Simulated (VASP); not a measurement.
# TePb (Fm-3m) in VASP: notebook

Aim: see how the results for TePb move with the level of theory and the settings. Levels: PBEsol, PBEsol+D3(BJ). Tasks: single point.

Everything below comes from runs of VASP 6.6.1. Logs are shortened: lines on timing, memory, paths and dates and some standing lists are left out, and cuts for length are marked.

**1. The cell of the first run**

Symmetry: Fm-3m, No. 225, cubic system. The conventional cell has a = 6.266 Å, b = 6.266 Å, c = 6.266 Å, α = 90.00°, β = 90.00°, γ = 90.00°. Pb (site symmetry m-3m) has 6 Te at 3.13 Å within 4.1 Å. Within 4.1 Å of Te (site symmetry m-3m) lie 6 Pb at 3.13 Å.

**2. Single point, PBEsol**

File INCAR:

```
PREC = Accurate
ENCUT = 500
EDIFF = 1E-6
ISMEAR = -1
SIGMA = 0.0309
LREAL = F
LASPH = T
NELM = 120
ALGO = Normal
ISIF = 2
LWAVE = F
LCHARG = F
GGA = PS
NBANDS = 17
GGA_COMPAT = F
```

File KPOINTS:

```
regular mesh
0
Gamma
  5 5 5
```

File POSCAR:

```
TePb
1.0
    0.0000000000      3.1329470000      3.1329470000
    3.1329470000      0.0000000000      3.1329470000
    3.1329470000      3.1329470000      0.0000000000
Pb Te
1 1
Direct
    0.0000000000      0.0000000000      0.0000000000
    0.5000000000      0.5000000000      0.5000000000
```

Potentials or basis: VASP PAW PBE potentials, release 64 (Pb_d, Te).

Launch:

```console
> cat potpaw_PBE.64/Pb_d/POTCAR potpaw_PBE.64/Te/POTCAR > POTCAR
> mpirun -np 1 vasp_std > vasp.out
```

OUTCAR:

```text
PREC = Accurate
   ENCUT = 500
   EDIFF = 1E-6
   ISMEAR = -1
   LREAL = F
   LASPH = T
   NELM = 120
   ISIF = 2
   GGA = PS

 ion  position               nearest neighbor table
   1  0.000  0.000  0.000-   2 3.13   2 3.13   2 3.13   2 3.13   2 3.13   2 3.13
   2  0.500  0.500  0.500-   1 3.13   1 3.13   1 3.13   1 3.13   1 3.13   1 3.13

  LATTYP: Found a face centered cubic cell.
 ALAT       =     6.2658940000

  Lattice vectors:

 A1 = (   0.0000000000,   3.1329470000,   3.1329470000)
 A2 = (   3.1329470000,   0.0000000000,   3.1329470000)
 A3 = (   3.1329470000,   3.1329470000,   0.0000000000)

Analysis of symmetry for initial positions (statically):
=====================================================================
 Subroutine PRICEL returns:
 Original cell was already a primitive cell.

 Routine SETGRP: Setting up the symmetry group for a
 face centered cubic supercell.

 Subroutine GETGRP returns: Found 48 space group operations
 (whereof 48 operations were pure point group operations)
 out of a pool of 48 trial point group operations.

The static configuration has the point symmetry O_h .

Analysis of symmetry for dynamics (positions and initial velocities):
=====================================================================
 Subroutine PRICEL returns:
 Original cell was already a primitive cell.

 Routine SETGRP: Setting up the symmetry group for a
 face centered cubic supercell.

 Subroutine GETGRP returns: Found 48 space group operations
 (whereof 48 operations were pure point group operations)
 out of a pool of 48 trial point group operations.

The dynamic configuration has the point symmetry O_h .

 Subroutine INISYM returns: Found 48 space group operations
 (whereof 48 operations are pure point group operations),
 and found     1 'primitive' translations

----------------------------------------------------------------------------------------

                                     Primitive cell

  volume of cell :      61.5020

  direct lattice vectors                    reciprocal lattice vectors
     0.000000000  3.132947000  3.132947000    -0.159594146  0.159594146  0.159594146
     3.132947000  0.000000000  3.132947000     0.159594146 -0.159594146  0.159594146
     3.132947000  3.132947000  0.000000000     0.159594146  0.159594146 -0.159594146

  length of vectors
     4.430656138  4.430656138  4.430656138     0.276425169  0.276425169  0.276425169

  position of ions in fractional coordinates (direct lattice)
     0.000000000  0.000000000  0.000000000
     0.500000000  0.500000000  0.500000000

  ion indices of the primitive-cell ions
   primitive index   ion index
                 1           1
                 2           2

----------------------------------------------------------------------------------------

 KPOINTS: regular mesh

Automatic generation of k-mesh.
 Grid dimensions read from file:
 generate k-points for:    5    5    5

 Generating k-lattice:

  Cartesian coordinates                     Fractional coordinates (reciprocal lattice)
    -0.031918829  0.031918829  0.031918829     0.200000000  0.000000000  0.000000000
     0.031918829 -0.031918829  0.031918829     0.000000000  0.200000000  0.000000000
     0.031918829  0.031918829 -0.031918829     0.000000000  0.000000000  0.200000000

  Length of vectors
     0.055285034  0.055285034  0.055285034

  Shift w.r.t. Gamma in fractional coordinates (k-lattice)
     0.000000000  0.000000000  0.000000000

 Subroutine IBZKPT returns following result:
 ===========================================

 Found     10 irreducible k-points:

 Following reciprocal coordinates:
            Coordinates               Weight
  0.000000  0.000000  0.000000      1.000000
  0.200000  0.000000  0.000000      8.000000
  0.400000  0.000000  0.000000      8.000000
  0.200000  0.200000  0.000000      6.000000
  0.400000  0.200000  0.000000     24.000000
 -0.400000  0.200000  0.000000     24.000000
 -0.200000  0.200000  0.000000     12.000000
  0.400000  0.400000  0.000000      6.000000
 -0.400000  0.400000  0.000000     12.000000
 -0.400000  0.400000  0.200000     24.000000
   k-points           NKPTS =     10   k-points in BZ     NKDIM =     10   number of bands    NBANDS=     17
   number of dos      NEDOS =    301   number of ions     NIONS =      2
   total plane-waves  NPLWV =  32768
   dimension x,y,z NGX =    32 NGY =   32 NGZ =   32
   dimension x,y,z NGXF=    64 NGYF=   64 NGZF=   64
   ions per type =               1   1
   NGX,Y,Z   is equivalent  to a cutoff of  12.01, 12.01, 12.01 a.u.
   NGXF,Y,Z  is equivalent  to a cutoff of  24.01, 24.01, 24.01 a.u.
 SYSTEM =  unknown system
   PREC   = accura    normal or accurate (medium, high low for compatibility)
   ISTART =      0    job   : 0-new  1-cont  2-samecut
   ICHARG =      2    charge: 1-file 2-atom 10-const
   ISPIN  =      1    spin polarized calculation?
   LNONCOLLINEAR =      F non collinear calculations
   LSORBIT =      F    spin-orbit coupling
   LASPH  =      T    aspherical Exc in radial PAW
   ENCUT  =  500.0 eV  36.75 Ry    6.06 a.u.   8.08  8.08  8.08*2*pi/ulx,y,z
   NELM   =    120;   NELMIN=  2; NELMDL= -5     # of ELM steps
   EDIFF  = 0.1E-05   stopping-criterion for ELM
   LREAL  =      F    real-space projection
   EDIFFG = 0.1E-04   stopping-criterion for IOM
   NSW    =      0    number of steps for IOM
   IBRION =     -1    ionic relax: 0-MD 1-quasi-New 2-CG
   NFREE  =      0    steps in history (QN), initial steepest desc. (CG)
   ISIF   =      2    stress and relaxation
   ISYM   =      2    0-nonsym 1-usesym 2-fastsym
   POTIM  = 0.5000    time-step for ionic-motion
   TEBEG  =    0.0;   TEEND  =   0.0 temperature during run
   PSTRESS=    0.0 pullay stress
   NELECT =      20.0000    total number of electrons
   NUPDOWN=      -1.0000    fix difference up-down
   EMIN   =  10.00;   EMAX   =-10.00  energy-range for DOS
   EFERMI =   0.00;   METHOD = LEGACY
   ISMEAR =    -1;   SIGMA  =   0.03  broadening in eV -4-tet -1-fermi 0-gaus
   EFERMI_NEDOS =   21; number of points for ismear=-14 and -15
   IALGO  =     38    algorithm
   IMIX   =      4    mixing-type and parameters
     AMIX     =   0.40;   BMIX     =  1.00
     AMIX_MAG =   1.60;   BMIX_MAG =  1.00
  volume/ion in A,a.u.               =      30.75       207.52
  Fermi-wavevector in a.u.,A,eV,Ry     =   1.125784  2.127423 17.243886  1.267390
  Thomas-Fermi vector in A             =   2.262463
   LORBIT       =      0    0 simple, 1 ext, 2 COOP (PROOUT), +10 PAW based schemes
   GGA     = PS    functional components
   LHFCALC =     F    Hartree Fock is set to
   AEXX    =    0.0000 exact exchange contribution
   IVDW    =     0    specifies the selected vdW correction
   LEPSILON=     F    determine dielectric tensor
   LRPA    =     F    only Hartree local field effects (RPA)
 non-spin polarized calculation
  energy-cutoff  :      500.00
  volume of cell :       61.50
 maximum number of plane-waves:      1584
   NGX = 17   NGY = 17   NGZ = 17

 number of electron      20.0000002 magnetization

 Free energy of the ion-electron system (eV)
  ---------------------------------------------------
  ext. energy  EPLUGINS =         0.00000000
  ---------------------------------------------------
  free energy    TOTEN  =        -8.19063513 eV

  energy without entropy =       -8.19063512  energy(sigma->0) =       -8.19063513

 E-fermi :   7.0481     XC(G=0):  -9.8918

 val. band max:        6.5039414526   @ k =   0.4000   0.0000   0.0000
 cond. band min:       7.5681910667   @ k =   0.4000   0.0000   0.0000
 fundamental gap:      1.0642496141
 Fermi energy:         7.0481039444

 k-point     1 :       0.0000    0.0000    0.0000
  band No.  band energies     occupation
      1     -10.1062      2.00000
      2     -10.1062      2.00000
      3     -10.0865      2.00000
      4     -10.0865      2.00000
      5     -10.0865      2.00000
      6      -6.1436      2.00000
[... 9 lines left out ...]
     16      12.2477      0.00000
     17      13.5846      0.00000

 k-point     2 :       0.2000    0.0000    0.0000
  band No.  band energies     occupation
      1     -10.1138      2.00000
      2     -10.1138      2.00000
      3     -10.0857      2.00000
      4     -10.0786      2.00000
      5     -10.0786      2.00000
      6      -5.7577      2.00000
[... 9 lines left out ...]
     16      13.0193      0.00000
     17      16.1539      0.00000

 k-point     3 :       0.4000    0.0000    0.0000
  band No.  band energies     occupation
      1     -10.1276      2.00000
      2     -10.1276      2.00000
      3     -10.0849      2.00000
      4     -10.0638      2.00000
      5     -10.0638      2.00000
      6      -4.7612      2.00000
[... 9 lines left out ...]
     16      15.0090      0.00000
     17      17.4122      0.00000

 k-point     4 :       0.2000    0.2000    0.0000
  band No.  band energies     occupation
      1     -10.1338      2.00000
      2     -10.1005      2.00000
      3     -10.0920      2.00000
      4     -10.0740      2.00000
      5     -10.0740      2.00000
      6      -5.6264      2.00000
[... 9 lines left out ...]
     16      14.2512      0.00000
     17      15.0895      0.00000

 k-point     5 :       0.4000    0.2000    0.0000
  band No.  band energies     occupation
      1     -10.1556      2.00000
      2     -10.1076      2.00000
      3     -10.0896      2.00000
      4     -10.0655      2.00000
      5     -10.0601      2.00000
      6      -4.8228      2.00000
[... 9 lines left out ...]
     16      16.0338      0.00000
     17      16.9209      0.00000

 k-point     6 :      -0.4000    0.2000    0.0000
  band No.  band energies     occupation
      1     -10.1497      2.00000
      2     -10.1216      2.00000
      3     -10.0790      2.00000
      4     -10.0673      2.00000
      5     -10.0599      2.00000
      6      -4.2536      2.00000
[... 9 lines left out ...]
     16      14.9115      0.00000
     17      17.7271      0.00000

 k-point     7 :      -0.2000    0.2000    0.0000
  band No.  band energies     occupation
      1     -10.1246      2.00000
      2     -10.1242      2.00000
      3     -10.0826      2.00000
      4     -10.0725      2.00000
      5     -10.0689      2.00000
      6      -5.1495      2.00000
[... 9 lines left out ...]
     16      15.4957      0.00000
     17      15.9296      0.00000

 k-point     8 :       0.4000    0.4000    0.0000
  band No.  band energies     occupation
      1     -10.1980      2.00000
      2     -10.1008      2.00000
      3     -10.0912      2.00000
      4     -10.0517      2.00000
      5     -10.0517      2.00000
      6      -4.3878      2.00000
[... 9 lines left out ...]
     16      16.6544      0.00000
     17      17.7828      0.00000

 k-point     9 :      -0.4000    0.4000    0.0000
  band No.  band energies     occupation
      1     -10.1930      2.00000
      2     -10.1004      2.00000
      3     -10.0932      2.00000
      4     -10.0551      2.00000
      5     -10.0512      2.00000
      6      -3.9886      2.00000
[... 9 lines left out ...]
     16      16.1832      0.00000
     17      18.2399      0.00000

 k-point    10 :      -0.4000    0.4000    0.2000
  band No.  band energies     occupation
      1     -10.1740      2.00000
      2     -10.1103      2.00000
      3     -10.0837      2.00000
      4     -10.0673      2.00000
      5     -10.0519      2.00000
      6      -4.1144      2.00000
[... 9 lines left out ...]
     16      16.8541      0.00000
     17      16.9959      0.00000

------------------------ aborting loop because EDIFF is reached ----------------------------------------

  FORCE on cell =-STRESS in cart. coord.  units (eV):
  Direction    XX          YY          ZZ          XY          YZ          ZX
  --------------------------------------------------------------------------------------
  -------------------------------------------------------------------------------------
  Total        1.7187671      1.7187671      1.7187671     -0.0000000      0.0000000      0.0000000
  in kB       44.7752977     44.7752977     44.7752977     -0.0000000      0.0000000      0.0000000
  external PRESSURE =      44.7752977 kB  Pullay stress =       0.0000000 kB

 VOLUME and BASIS-vectors are now :
 -----------------------------------------------------------------------------
  energy-cutoff  :      500.00
  volume of cell :       61.50
      direct lattice vectors                 reciprocal lattice vectors
     0.000000000  3.132947000  3.132947000    -0.159594146  0.159594146  0.159594146
     3.132947000  0.000000000  3.132947000     0.159594146 -0.159594146  0.159594146
     3.132947000  3.132947000  0.000000000     0.159594146  0.159594146 -0.159594146

 POSITION                                       TOTAL-FORCE (eV/Angst)
 -----------------------------------------------------------------------------------
      0.00000      0.00000      0.00000         0.000000      0.000000     -0.000000
      3.13295      3.13295      3.13295        -0.000000     -0.000000      0.000000
 -----------------------------------------------------------------------------------
    total drift:                                0.000000     -0.000000     -0.000000

  FREE ENERGIE OF THE ION-ELECTRON SYSTEM (eV)
  ---------------------------------------------------
  free  energy   TOTEN  =        -8.1906351313 eV

  energy  without entropy=       -8.1906351243  energy(sigma->0) =       -8.19063513
```

It took 8.9 s on 1 thread of Intel Xeon Platinum 8488C (Sapphire Rapids), shared host; peak memory 0.17 GiB.

What came out:

| Property | Result |
| --- | --- |
| Free energy | -8.1906 eV |
| Pressure | 4.5 GPa |

Caveat: this odd mesh misses L, where the gap lies, so gap, dielectric constants and Born charges aren't listed; the PAW data sets were made with another functional, which shifts forces and pressure a little; spin-orbit coupling is left out, which moves the levels of the heavy elements.

**3. Single point, PBEsol+D3(BJ)**

File INCAR:

```
SYSTEM = TePb
ALGO     = Normal         ! electronic algorithm
EDIFF    = 1E-6           ! SCF threshold, eV
ENCUT    = 500            ! plane-wave cutoff, eV
GGA      = PS             ! functional
GGA_COMPAT= .FALSE.      
ISIF     = 2              ! what is computed and relaxed
ISMEAR   = -1             ! smearing method
IVDW     = 12             ! dispersion correction
LASPH    = .TRUE.         ! aspherical terms in the spheres
LCHARG   = .FALSE.        ! write CHGCAR
LREAL    = .FALSE.        ! projectors in reciprocal space
LWAVE    = .FALSE.        ! write WAVECAR
NBANDS   = 17             ! bands
NELM     = 120            ! most SCF steps
PREC     = Accurate       ! precision mode
SIGMA    = 0.0309         ! smearing width, eV
```

File KPOINTS:

```
k-points
0
G
  5 5 5
  0 0 0
```

POSCAR is that of step 2.

Potentials or basis: VASP PAW PBE potentials, release 64 (Pb_d, Te).

Launch:

```console
> cat potpaw_PBE.64/Pb_d/POTCAR potpaw_PBE.64/Te/POTCAR > POTCAR
> mpirun -np 1 vasp_std > vasp.out
```

OUTCAR:

```text
SYSTEM = TePb
   EDIFF = 1E-6
   ENCUT = 500
   GGA = PS
   ISIF = 2
   ISMEAR = -1
   IVDW = 12
   LASPH = .TRUE.
   LREAL = .FALSE.
   NELM = 120
   PREC = Accurate
 IVDW          = 12

 ion  position               nearest neighbor table
   1  0.000  0.000  0.000-   2 3.13   2 3.13   2 3.13   2 3.13   2 3.13   2 3.13
   2  0.500  0.500  0.500-   1 3.13   1 3.13   1 3.13   1 3.13   1 3.13   1 3.13

  LATTYP: Found a face centered cubic cell.
 ALAT       =     6.2658940000

  Lattice vectors:

[... 370 lines left out ...]

 Edisp (eV)   -0.88618

 E8    (eV) :    -0.6246

  FORCE on cell =-STRESS in cart. coord.  units (eV):
  Direction    XX          YY          ZZ          XY          YZ          ZX
  --------------------------------------------------------------------------------------
  -------------------------------------------------------------------------------------
  Total       0.82133     0.82133     0.82133    -0.00000     0.00000     0.00000
  in kB      21.39634    21.39634    21.39634    -0.00000     0.00000     0.00000
  external pressure =       21.40 kB  Pullay stress =        0.00 kB

 VOLUME and BASIS-vectors are now :
 -----------------------------------------------------------------------------
  energy-cutoff  :      500.00
  volume of cell :       61.50
      direct lattice vectors                 reciprocal lattice vectors
     0.000000000  3.132947000  3.132947000    -0.159594146  0.159594146  0.159594146
     3.132947000  0.000000000  3.132947000     0.159594146 -0.159594146  0.159594146
     3.132947000  3.132947000  0.000000000     0.159594146  0.159594146 -0.159594146

 POSITION                                       TOTAL-FORCE (eV/Angst)
 -----------------------------------------------------------------------------------
      0.00000      0.00000      0.00000         0.000000      0.000000     -0.000000
      3.13295      3.13295      3.13295        -0.000000     -0.000000      0.000000
 -----------------------------------------------------------------------------------
    total drift:                                0.000000     -0.000000     -0.000000

  FREE ENERGIE OF THE ION-ELECTRON SYSTEM (eV)
  ---------------------------------------------------
  free  energy   TOTEN  =        -9.0768153769 eV

  energy  without entropy=       -9.0768153698  energy(sigma->0) =       -9.07681537
```

OSZICAR:

```text
N       E                     dE             d eps       ncg     rms          rms(c)
DAV:   1     0.149236478556E+03    0.14924E+03   -0.90166E+03   340   0.112E+03
DAV:   2     0.148580658508E+01   -0.14775E+03   -0.14285E+03   351   0.292E+02
DAV:   3    -0.802767065089E+01   -0.95135E+01   -0.94733E+01   448   0.815E+01
DAV:   4    -0.826885245519E+01   -0.24118E+00   -0.24107E+00   399   0.141E+01
DAV:   5    -0.828130808309E+01   -0.12456E-01   -0.12455E-01   492   0.309E+00    0.443E+00
DAV:   6    -0.819646453197E+01    0.84844E-01   -0.16852E-01   505   0.348E+00    0.278E+00
DAV:   7    -0.819095354289E+01    0.55110E-02   -0.64422E-02   445   0.149E+00    0.882E-01
DAV:   8    -0.819061258245E+01    0.34096E-03   -0.80452E-03   433   0.905E-01    0.158E-01
DAV:   9    -0.819064169217E+01   -0.29110E-04   -0.64605E-04   494   0.272E-01    0.290E-02
DAV:  10    -0.819063435290E+01    0.73393E-05   -0.64976E-05   431   0.763E-02    0.170E-02
DAV:  11    -0.819063538610E+01   -0.10332E-05   -0.23099E-05   461   0.436E-02    0.198E-02
DAV:  12    -0.819063513132E+01    0.25479E-06   -0.18684E-06   313   0.929E-03
   1 F= -.90768154E+01 E0= -.90768154E+01  d E =-.704053E-08
```

stdout:

```text
POSCAR found type information on POSCAR PbTe
 POSCAR found :  2 types and       2 ions
 scaLAPACK will be used
 -----------------------------------------------------------------------------
|                                                                             |
|                                                                             |
|     You enforced a specific xc type in the INCAR file but a different       |
|     I HOPE YOU KNOW WHAT YOU ARE DOING!                                     |
|                                                                             |
 -----------------------------------------------------------------------------

 LDA part: xc-table for (Slater+PW92), standard interpolation
 POSCAR, INCAR and KPOINTS ok, starting setup
 FFT: planning ... GRIDC
 FFT: planning ... GRID_SOFT
 FFT: planning ... GRID
 WAVECAR not read
 entering main loop
```

Wall time 7 s (1 thread of Intel Xeon Platinum 8488C (Sapphire Rapids), shared host); peak memory 0.18 GiB.

Results:

* Free energy: -9.0768 eV
* Pressure: 2.1 GPa
* Dispersion energy per atom: -0.443 eV

Caveat: this odd mesh misses L, where the gap lies, so gap, dielectric constants and Born charges aren't listed; the PAW data sets were made with another functional, which shifts forces and pressure a little; spin-orbit coupling is left out, which moves the levels of the heavy elements.

[end of part 1 of 2]
